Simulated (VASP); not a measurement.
# MoPd (P-6m2) in VASP: a series of runs, part 3 of 3

VASP 6.6.1.

## Step 5: Single point, LDA

This run uses another cell than the first one, of 16.67 Å³/atom, 1.080 times its volume.

INCAR

```
SYSTEM = MoPd
PREC = Accurate
ENCUT = 520
EDIFF = 1E-6
ISMEAR = 1
SIGMA = 0.1
LREAL = .FALSE.
LASPH = .TRUE.
NELM = 80
ALGO = Normal
ISIF = 2
LWAVE = .FALSE.
LCHARG = .TRUE.
LELF = .TRUE.
LVHAR = .TRUE.
NBANDS = 19
```

KPOINTS

```
Automatic mesh
0
G
  9 9 5
  0 0 0
```

POSCAR

```
MoPd
1.0
    2.8664969745      0.0000000000      0.0000000000
   -1.4332484873      2.4824592906      0.0000000000
    0.0000000000      0.0000000000      4.6850307442
Mo Pd
1 1
Direct
    0.6666666667      0.3333333333      0.5000000000
    0.3333333333      0.6666666667      0.0000000000
```

Potentials or basis: VASP PAW LDA potentials, release 64 (Mo_sv, Pd).

Started as:

```console
$ cat potpaw_LDA.64/Mo_sv/POTCAR potpaw_LDA.64/Pd/POTCAR > POTCAR
$ mpirun -np 1 vasp_std > vasp.out
```

OUTCAR:

```text
SYSTEM = MoPd
   PREC = Accurate
   ENCUT = 520
   EDIFF = 1E-6
   ISMEAR = 1
   LREAL = .FALSE.
   LASPH = .TRUE.
   NELM = 80
   ISIF = 2

 ion  position               nearest neighbor table
   1  0.667  0.333  0.500-   2 2.87   2 2.87   2 2.87   2 2.87   2 2.87   2 2.87
   2  0.333  0.667  0.000-   1 2.87   1 2.87   1 2.87   1 2.87   1 2.87   1 2.87

  LATTYP: Found a hexagonal cell.
 ALAT       =     2.8664969745
 C/A-ratio  =     1.6344097991

  Lattice vectors:

 A1 = (   2.8664969745,   0.0000000000,   0.0000000000)
 A2 = (  -1.4332484873,   2.4824592906,   0.0000000000)
 A3 = (   0.0000000000,   0.0000000000,   4.6850307442)

Analysis of symmetry for initial positions (statically):
=====================================================================
 Subroutine PRICEL returns:
 Original cell was already a primitive cell.

 Routine SETGRP: Setting up the symmetry group for a
 hexagonal supercell.

 Subroutine GETGRP returns: Found 12 space group operations
 (whereof 12 operations were pure point group operations)
 out of a pool of 24 trial point group operations.

The static configuration has the point symmetry D_3h.

Analysis of symmetry for dynamics (positions and initial velocities):
=====================================================================
 Subroutine PRICEL returns:
 Original cell was already a primitive cell.

 Routine SETGRP: Setting up the symmetry group for a
 hexagonal supercell.

 Subroutine GETGRP returns: Found 12 space group operations
 (whereof 12 operations were pure point group operations)
 out of a pool of 24 trial point group operations.

The dynamic configuration has the point symmetry D_3h.

 Subroutine INISYM returns: Found 12 space group operations
 (whereof 12 operations are pure point group operations),
 and found     1 'primitive' translations

----------------------------------------------------------------------------------------

                                     Primitive cell
[... 109 lines left out ...]
   IMIX   =      4    mixing-type and parameters
     AMIX     =   0.40;   BMIX     =  1.00
     AMIX_MAG =   1.60;   BMIX_MAG =  1.00
  volume/ion in A,a.u.               =      16.67       112.49
  Fermi-wavevector in a.u.,A,eV,Ry     =   1.467224  2.772652 29.289909  2.152748
  Thomas-Fermi vector in A             =   2.582868
   LORBIT       =      0    0 simple, 1 ext, 2 COOP (PROOUT), +10 PAW based schemes
   GGA     = CA    functional components
   LHFCALC =     F    Hartree Fock is set to
   AEXX    =    0.0000 exact exchange contribution
   IVDW    =     0    specifies the selected vdW correction
   LEPSILON=     F    determine dielectric tensor
   LRPA    =     F    only Hartree local field effects (RPA)
 non-spin polarized calculation
 Methfessel and Paxton  Order N= 1 SIGMA  =   0.10
  energy-cutoff  :      520.00
  volume of cell :       33.34
 maximum number of plane-waves:       917
 NGX is ok and might be reduce to    24
   NGX = 11   NGY = 11   NGZ = 17

 number of electron      23.9999997 magnetization

 Free energy of the ion-electron system (eV)
  ---------------------------------------------------
  ext. energy  EPLUGINS =         0.00000000
  ---------------------------------------------------
  free energy    TOTEN  =       -18.19694366 eV

  energy without entropy =      -18.19595499  energy(sigma->0) =      -18.19661411

 E-fermi :   9.7365     XC(G=0): -13.0340

 val. band max:        9.7308245597   @ k =   0.0000   0.0000   0.4000
 cond. band min:       9.7919886281   @ k =   0.1111   0.0000   0.2000
 fundamental gap:      0.0611640683
 Fermi energy:         9.7364742526

 k-point     1 :       0.0000    0.0000    0.0000
  band No.  band energies     occupation
      1     -50.9504      2.00000
      2     -25.2710      2.00000
      3     -24.6472      2.00000
      4     -24.6472      2.00000
      5       2.8465      2.00000
      6       4.7537      2.00000
[... 505 lines left out ...]
      6       6.0028      2.00000
[... 11 lines left out ...]
     18      20.6723      0.00000
     19      21.4378      0.00000

 [... further k-points ...]

------------------------ aborting loop because EDIFF is reached ----------------------------------------

  FORCE on cell =-STRESS in cart. coord.  units (eV):
  Direction    XX          YY          ZZ          XY          YZ          ZX
  --------------------------------------------------------------------------------------
  -------------------------------------------------------------------------------------
  Total       -5.6703168     -5.6703172     -5.5010721      0.0000000     -0.0000000      0.0000000
  in kB     -272.5033436   -272.5033635   -264.3698063      0.0000000     -0.0000000      0.0000000
  external PRESSURE =    -269.7921711 kB  Pullay stress =       0.0000000 kB

 VOLUME and BASIS-vectors are now :
 -----------------------------------------------------------------------------
  energy-cutoff  :      520.00
  volume of cell :       33.34
      direct lattice vectors                 reciprocal lattice vectors
     2.866496974  0.000000000  0.000000000     0.348857860  0.201413172  0.000000000
    -1.433248487  2.482459291  0.000000000     0.000000000  0.402826344  0.000000000
     0.000000000  0.000000000  4.685030744     0.000000000  0.000000000  0.213445771

 POSITION                                       TOTAL-FORCE (eV/Angst)
 -----------------------------------------------------------------------------------
      1.43325      0.82749      2.34252         0.000000      0.000000      0.000000
     -0.00000      1.65497      0.00000        -0.000000     -0.000000      0.000000
 -----------------------------------------------------------------------------------
    total drift:                               -0.000000      0.000000      0.000000

  FREE ENERGIE OF THE ION-ELECTRON SYSTEM (eV)
  ---------------------------------------------------
  free  energy   TOTEN  =       -18.1969436643 eV

  energy  without entropy=      -18.1959549873  energy(sigma->0) =      -18.19661411
```

OSZICAR:

```text
N       E                     dE             d eps       ncg     rms          rms(c)
DAV:   1     0.204308929597E+03    0.20431E+03   -0.14157E+04  1368   0.128E+03
DAV:   2    -0.150326723453E+02   -0.21934E+03   -0.21403E+03  1447   0.364E+02
DAV:   3    -0.194741991732E+02   -0.44415E+01   -0.44103E+01  1572   0.560E+01
DAV:   4    -0.194995152259E+02   -0.25316E-01   -0.25307E-01  1500   0.421E+00
DAV:   5    -0.194998248453E+02   -0.30962E-03   -0.30961E-03  1527   0.491E-01    0.131E+01
DAV:   6    -0.183093360742E+02    0.11905E+01   -0.30501E+00  1455   0.150E+01    0.342E+00
DAV:   7    -0.183005466966E+02    0.87894E-02   -0.98148E-01  1479   0.624E+00    0.262E+00
DAV:   8    -0.182069608466E+02    0.93586E-01   -0.53031E-01  1463   0.457E+00    0.135E+00
DAV:   9    -0.181970283217E+02    0.99325E-02   -0.20042E-02  1452   0.117E+00    0.140E-01
DAV:  10    -0.181969406210E+02    0.87701E-04   -0.51428E-04  1518   0.183E-01    0.560E-02
DAV:  11    -0.181969431199E+02   -0.24989E-05   -0.32017E-05  1485   0.392E-02    0.162E-02
DAV:  12    -0.181969436643E+02   -0.54437E-06   -0.30029E-06  1479   0.167E-02
   1 F= -.18196944E+02 E0= -.18196614E+02  d E =-.988677E-03
```

It took 11 s on 1 thread of Intel Xeon Platinum 8488C (Sapphire Rapids), shared host; peak memory 0.15 GiB.

What came out:

```
Free energy            : -18.1969 eV
Pressure               : -27.0 GPa
Band gap on the k mesh : zero (band 12 reaches 10.78 eV, above the bottom of band 13 at 9.11 eV)
```

Levels at points of the mesh, in eV from the Fermi level:
| k point | band 9 | band 10 | band 11 | band 12 | band 13 | band 14 | band 15 | band 16 |
| --- | --- | --- | --- | --- | --- | --- | --- | --- |
| (0.00, 0.00, 0.00) | -2.13 | -1.90 | -1.90 | -0.41 | -0.41 | 0.84 | 2.09 | 2.09 |

## Step 6: Summary

```tsv
cell	gap on the mesh (eV)	pressure (GPa)
a = 2.794, b = 2.794, c = 4.566 Å, angles 90.0, 90.0, 120.0°, 2 atoms	none	-14.8
a = 2.819, b = 2.819, c = 4.607 Å, angles 90.0, 90.0, 120.0°, 2 atoms	none	-19.5
a = 2.843, b = 2.843, c = 4.646 Å, angles 90.0, 90.0, 120.0°, 2 atoms	none	-23.6
a = 2.866, b = 2.866, c = 4.685 Å, angles 90.0, 90.0, 120.0°, 2 atoms	none	-27.0
```

Alike in all rows: task single point; level LDA; potentials or basis VASP PAW LDA potentials, release 64 (Mo_sv, Pd); no spin polarisation; k mesh 9 × 9 × 5; cutoff (eV) 520; smearing methfessel-paxton 0.1 eV.

Absolute energies hang on the potentials; compare differences alone.
